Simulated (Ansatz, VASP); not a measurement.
## La5Lu2F in VASP and in Ansatz

```
La Lu F
1.0
     3.68414    0.00000    0.00000
    -1.84207    3.19056    0.00000
     0.00000    0.00000   20.91799
La Lu F
5 2 1
Direct
  0.00000 0.00000 0.22645
  0.66667 0.33333 0.91890
  0.33333 0.66667 0.08110
  0.00000 0.00000 0.77355
  0.00000 0.00000 0.50000
  0.66667 0.33333 0.36323
  0.33333 0.66667 0.63677
  0.00000 0.00000 0.00000
```

Alike in both runs: functional PBE; k mesh 12 × 12 × 2; occupations gaussian, width 0.1 eV; no spin polarisation.

Ansatz relaxed the structure, and its values are those at the end. VASP's run is a single point on that final structure, the one shown.

|  | VASP | Ansatz |
| --- | --- | --- |
| version | VASP 6.6.1 | Ansatz 0.2.0 |
| potentials or method | VASP PAW PBE potentials, release 64 (La, Lu, F), cutoff 520 eV | scalar-relativistic, plane waves, PAW |
| valence electrons in the cell | 112 | 112 |

|  | VASP | Ansatz | Ansatz less VASP |
| --- | --- | --- | --- |
| gap on the k mesh at the Fermi level (eV) | none | none | - |
| pressure (GPa) | 0.0 | 0.0 | -0.03 |
| rms of the force components (eV/Å) | 0.004 | 0.001 | -0.0026 |

A gap of «none» marks a metal or a gap that the smearing closes.

Neither program's run includes spin-orbit coupling.
